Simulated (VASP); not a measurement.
# As (Fd-3m) in VASP: single point with PBEsol

Aim: the single point of As with PBEsol.

All numbers are computed with VASP 6.6.1; they aren't measurements. Logs are shortened: lines on timing, memory, paths and dates and some standing lists are left out, and cuts for length are marked.

## Step 1: The cell of the first run

Symmetry: Fd-3m, No. 227, cubic system. The conventional cell has a = 6.021 Å, b = 6.021 Å, c = 6.021 Å, α = 90.00°, β = 90.00°, γ = 90.00°. As (site symmetry -43m) has 4 As at 2.61 Å within 3.4 Å.

## Step 2: Single point, PBEsol

INCAR reads:

```
  PREC = Accurate
  ENCUT = 520
  EDIFF = 1E-6
  ISMEAR = -1
  SIGMA = 0.13605693000000002
  LREAL = False
  LASPH = True
  NELM = 60
  ALGO = Normal
  ISIF = 2
  LWAVE = False
  LCHARG = False
  GGA = PS
  NBANDS = 12
```

KPOINTS reads:

```
Automatic mesh
0
Gamma
  8 8 8
```

POSCAR reads:

```
As
1.0
    0.0000000000      3.0103715100      3.0103715100
    3.0103715100      0.0000000000      3.0103715100
    3.0103715100      3.0103715100      0.0000000000
As
2
Direct
    0.0000000000      0.0000000000      0.0000000000
    0.2500000000      0.2500000000      0.2500000000
```

Potentials or basis: VASP PAW PBE potentials, release 64 (As).

Started as:

```bash
$ cat potpaw_PBE.64/As/POTCAR > POTCAR
$ mpirun -np 1 vasp_std > vasp.out
```

OUTCAR:

```text
PREC = Accurate
   ENCUT = 520
   EDIFF = 1E-6
   ISMEAR = -1
   LREAL = False
   LASPH = True
   NELM = 60
   ISIF = 2
   GGA = PS

 ion  position               nearest neighbor table
   1  0.000  0.000  0.000-   2 2.61   2 2.61   2 2.61   2 2.61
   2  0.250  0.250  0.250-   1 2.61   1 2.61   1 2.61   1 2.61

  LATTYP: Found a face centered cubic cell.
 ALAT       =     6.0207430200

  Lattice vectors:

 A1 = (   0.0000000000,   3.0103715100,   3.0103715100)
 A2 = (   3.0103715100,   0.0000000000,   3.0103715100)
 A3 = (   3.0103715100,   3.0103715100,   0.0000000000)

Analysis of symmetry for initial positions (statically):
=====================================================================
 Subroutine PRICEL returns:
 Original cell was already a primitive cell.

 Routine SETGRP: Setting up the symmetry group for a
 face centered cubic supercell.

 Subroutine GETGRP returns: Found 48 space group operations
 (whereof 24 operations were pure point group operations)
 out of a pool of 48 trial point group operations.

The static configuration has the point symmetry T_d .
 The point group associated with its full space group is O_h .

Analysis of symmetry for dynamics (positions and initial velocities):
=====================================================================
 Subroutine PRICEL returns:
 Original cell was already a primitive cell.

 Routine SETGRP: Setting up the symmetry group for a
 face centered cubic supercell.

 Subroutine GETGRP returns: Found 48 space group operations
 (whereof 24 operations were pure point group operations)
 out of a pool of 48 trial point group operations.

The dynamic configuration has the point symmetry T_d .
 The point group associated with its full space group is O_h .

 Subroutine INISYM returns: Found 48 space group operations
 (whereof 24 operations are pure point group operations),
 and found     1 'primitive' translations

----------------------------------------------------------------------------------------

                                     Primitive cell

  volume of cell :      54.5620

  direct lattice vectors                    reciprocal lattice vectors
     0.000000000  3.010371510  3.010371510    -0.166092457  0.166092457  0.166092457
     3.010371510  0.000000000  3.010371510     0.166092457 -0.166092457  0.166092457
     3.010371510  3.010371510  0.000000000     0.166092457  0.166092457 -0.166092457

  length of vectors
     4.257308217  4.257308217  4.257308217     0.287680574  0.287680574  0.287680574

  position of ions in fractional coordinates (direct lattice)
     0.000000000  0.000000000  0.000000000
     0.250000000  0.250000000  0.250000000

  ion indices of the primitive-cell ions
   primitive index   ion index
                 1           1
                 2           2

----------------------------------------------------------------------------------------

 KPOINTS: Automatic mesh

Automatic generation of k-mesh.
 Grid dimensions read from file:
 generate k-points for:    8    8    8

 Generating k-lattice:

  Cartesian coordinates                     Fractional coordinates (reciprocal lattice)
    -0.020761557  0.020761557  0.020761557     0.125000000  0.000000000  0.000000000
     0.020761557 -0.020761557  0.020761557     0.000000000  0.125000000  0.000000000
     0.020761557  0.020761557 -0.020761557     0.000000000  0.000000000  0.125000000

  Length of vectors
     0.035960072  0.035960072  0.035960072

  Shift w.r.t. Gamma in fractional coordinates (k-lattice)
     0.000000000  0.000000000  0.000000000

 Subroutine IBZKPT returns following result:
 ===========================================

 Found     29 irreducible k-points:

 Following reciprocal coordinates:
            Coordinates               Weight
  0.000000  0.000000  0.000000      1.000000
  0.125000  0.000000  0.000000      8.000000
  0.250000  0.000000  0.000000      8.000000
  0.375000  0.000000  0.000000      8.000000
  0.500000  0.000000  0.000000      4.000000
  0.125000  0.125000  0.000000      6.000000
[... 16 lines left out ...]
  0.500000  0.250000  0.125000     48.000000
 -0.375000  0.250000  0.125000     24.000000
 [... further k-points ...]
   k-points           NKPTS =     29   k-points in BZ     NKDIM =     29   number of bands    NBANDS=     12
   number of dos      NEDOS =    301   number of ions     NIONS =      2
   total plane-waves  NPLWV =  32768
   dimension x,y,z NGX =    32 NGY =   32 NGZ =   32
   dimension x,y,z NGXF=    64 NGYF=   64 NGZF=   64
   ions per type =               2
   NGX,Y,Z   is equivalent  to a cutoff of  12.50, 12.50, 12.50 a.u.
   NGXF,Y,Z  is equivalent  to a cutoff of  24.99, 24.99, 24.99 a.u.
 SYSTEM =  unknown system
   PREC   = accura    normal or accurate (medium, high low for compatibility)
   ISTART =      0    job   : 0-new  1-cont  2-samecut
   ICHARG =      2    charge: 1-file 2-atom 10-const
   ISPIN  =      1    spin polarized calculation?
   LNONCOLLINEAR =      F non collinear calculations
   LSORBIT =      F    spin-orbit coupling
   LASPH  =      T    aspherical Exc in radial PAW
   ENCUT  =  520.0 eV  38.22 Ry    6.18 a.u.   7.92  7.92  7.92*2*pi/ulx,y,z
   NELM   =     60;   NELMIN=  2; NELMDL= -5     # of ELM steps
   EDIFF  = 0.1E-05   stopping-criterion for ELM
   LREAL  =      F    real-space projection
   EDIFFG = 0.1E-04   stopping-criterion for IOM
   NSW    =      0    number of steps for IOM
   IBRION =     -1    ionic relax: 0-MD 1-quasi-New 2-CG
   NFREE  =      0    steps in history (QN), initial steepest desc. (CG)
   ISIF   =      2    stress and relaxation
   ISYM   =      2    0-nonsym 1-usesym 2-fastsym
   POTIM  = 0.5000    time-step for ionic-motion
   TEBEG  =    0.0;   TEEND  =   0.0 temperature during run
   PSTRESS=    0.0 pullay stress
   NELECT =      10.0000    total number of electrons
   NUPDOWN=      -1.0000    fix difference up-down
   EMIN   =  10.00;   EMAX   =-10.00  energy-range for DOS
   EFERMI =   0.00;   METHOD = LEGACY
   ISMEAR =    -1;   SIGMA  =   0.14  broadening in eV -4-tet -1-fermi 0-gaus
   EFERMI_NEDOS =   21; number of points for ismear=-14 and -15
   IALGO  =     38    algorithm
   IMIX   =      4    mixing-type and parameters
     AMIX     =   0.40;   BMIX     =  1.00
     AMIX_MAG =   1.60;   BMIX_MAG =  1.00
  volume/ion in A,a.u.               =      27.28       184.10
  Fermi-wavevector in a.u.,A,eV,Ry     =   0.929918  1.757291 11.765608  0.864748
  Thomas-Fermi vector in A             =   2.056252
   LORBIT       =      0    0 simple, 1 ext, 2 COOP (PROOUT), +10 PAW based schemes
   GGA     = PS    functional components
   LHFCALC =     F    Hartree Fock is set to
   AEXX    =    0.0000 exact exchange contribution
   IVDW    =     0    specifies the selected vdW correction
   LEPSILON=     F    determine dielectric tensor
   LRPA    =     F    only Hartree local field effects (RPA)
 non-spin polarized calculation
  energy-cutoff  :      520.00
  volume of cell :       54.56
 maximum number of plane-waves:      1480
   NGX = 15   NGY = 15   NGZ = 15

 number of electron      10.0000001 magnetization

 Free energy of the ion-electron system (eV)
  ---------------------------------------------------
  ext. energy  EPLUGINS =         0.00000000
  ---------------------------------------------------
  free energy    TOTEN  =        -9.45681767 eV

  energy without entropy =       -9.37097811  energy(sigma->0) =       -9.41389789

 E-fermi :   3.2000     XC(G=0):  -8.9355

 val. band max:        3.1983977243   @ k =   0.5000   0.3750   0.0000
 cond. band min:       3.2409793136   @ k =   0.5000   0.3750   0.1250
 fundamental gap:      0.0425815893
 Fermi energy:         3.1999994264

 k-point     1 :       0.0000    0.0000    0.0000
  band No.  band energies     occupation
      1     -10.7857      2.00000
      2      -2.5964      2.00000
      3       1.0117      2.00000
      4       1.0117      2.00000
      5       1.0117      2.00000
      6       3.7905      0.02574
      7       3.7905      0.02574
      8       3.7905      0.02574
      9       7.8946      0.00000
     10      11.0721      0.00000
     11      11.0721      0.00000
     12      12.8180      0.00000

 k-point     2 :       0.1250    0.0000    0.0000
  band No.  band energies     occupation
      1     -10.6442      2.00000
      2      -3.2602      2.00000
      3       0.8066      2.00000
      4       0.8066      2.00000
      5       1.0766      2.00000
      6       4.0903      0.00288
      7       4.0903      0.00288
      8       4.1501      0.00185
      9       8.5875      0.00000
     10      10.5142      0.00000
     11      10.5142      0.00000
     12      12.2466      0.00000

 k-point     3 :       0.2500    0.0000    0.0000
  band No.  band energies     occupation
      1     -10.2424      2.00000
      2      -4.5772      2.00000
      3       0.4296      2.00000
      4       0.4296      2.00000
      5       0.8623      2.00000
      6       4.6330      0.00005
      7       4.6330      0.00005
      8       5.4142      0.00000
      9       9.6336      0.00000
     10      10.2549      0.00000
     11      10.2549      0.00000
     12      12.0934      0.00000
[... 286 lines left out ...]
 k-point    23 :       0.5000    0.2500    0.1250
  band No.  band energies     occupation
      1      -9.3172      2.00000
      2      -6.2713      2.00000
      3      -1.3775      2.00000
      4      -0.3755      2.00000
      5       2.6057      1.97497
      6       4.4137      0.00027
      7       6.0198      0.00000
      8       6.5282      0.00000
      9      10.0104      0.00000
     10      10.3521      0.00000
     11      12.2329      0.00000
     12      13.3085      0.00000

 k-point    24 :      -0.3750    0.2500    0.1250
  band No.  band energies     occupation
      1      -8.9636      2.00000
      2      -6.7829      2.00000
      3      -1.5554      2.00000
      4      -0.5084      2.00000
      5       2.5691      1.98082
      6       4.8012      0.00002
      7       6.1939      0.00000
      8       6.9852      0.00000
      9       9.2542      0.00000
     10      11.3594      0.00000
     11      12.0699      0.00000
     12      12.6444      0.00000

 [... further k-points ...]
[... 5 lines left out ...]
  --------------------------------------------------------------------------------------
  -------------------------------------------------------------------------------------
  Total        0.0622604      0.0622604      0.0622604     -0.0000000      0.0000000      0.0000000
  in kB        1.8282348      1.8282348      1.8282348     -0.0000000      0.0000000      0.0000000
  external PRESSURE =       1.8282348 kB  Pullay stress =       0.0000000 kB

 VOLUME and BASIS-vectors are now :
 -----------------------------------------------------------------------------
  energy-cutoff  :      520.00
  volume of cell :       54.56
      direct lattice vectors                 reciprocal lattice vectors
     0.000000000  3.010371510  3.010371510    -0.166092457  0.166092457  0.166092457
     3.010371510  0.000000000  3.010371510     0.166092457 -0.166092457  0.166092457
     3.010371510  3.010371510  0.000000000     0.166092457  0.166092457 -0.166092457

 POSITION                                       TOTAL-FORCE (eV/Angst)
 -----------------------------------------------------------------------------------
      0.00000      0.00000      0.00000         0.000000      0.000000      0.000000
      1.50519      1.50519      1.50519        -0.000000     -0.000000     -0.000000
 -----------------------------------------------------------------------------------
    total drift:                               -0.000000      0.000000      0.000000

  FREE ENERGIE OF THE ION-ELECTRON SYSTEM (eV)
  ---------------------------------------------------
  free  energy   TOTEN  =        -9.4568176657 eV

  energy  without entropy=       -9.3709781110  energy(sigma->0) =       -9.41389789
```

It took 7.8 s on 1 thread of Intel Xeon Platinum 8488C (Sapphire Rapids), shared host; peak memory 0.17 GiB.

Results:

| Property | Result |
| --- | --- |
| Free energy | -9.4568 eV |
| Pressure | 0.2 GPa |
| Band gap on the k mesh | zero (band 5 reaches 4.29 eV, above the bottom of band 6 at 2.45 eV) |

Caveat: the PAW data sets were made with another functional, which shifts forces and pressure a little.
